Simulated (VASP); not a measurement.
A run of VASP 6.6.1 is set up as follows.

File INCAR:

```
SYSTEM = Au
PREC = Accurate
ENCUT = 520
EDIFF = 1E-6
ISMEAR = 0
SIGMA = 0.15
LREAL = .False.
LASPH = .True.
NELM = 100
ALGO = Normal
ISIF = 2
LWAVE = .False.
LCHARG = .False.
GGA = PS
NBANDS = 12
```

KPOINTS

```
regular mesh
0
Gamma
  20 20 20
  0 0 0
```

Contents of POSCAR:

```
Au
1.0
   -1.7235597600      1.7235597600      1.7235597600
    1.7235597600     -1.7235597600      1.7235597600
    1.7235597600      1.7235597600     -1.7235597600
Au
1
Direct
    0.0000000000      0.0000000000      0.0000000000
```

Potentials or basis: VASP PAW PBE potentials, release 64 (Au).

Command:

```console
$ cat potpaw_PBE.64/Au/POTCAR > POTCAR
$ mpirun -np 1 vasp_std > vasp.out
```

(1) Predict the pressure.

Results:

(1) -18.4 GPa.

Caveat: the cell differs from its parent crystal (strain +0.040 along x and y, +0.040 along z); the PAW data sets were made with another functional, which shifts forces and pressure a little.
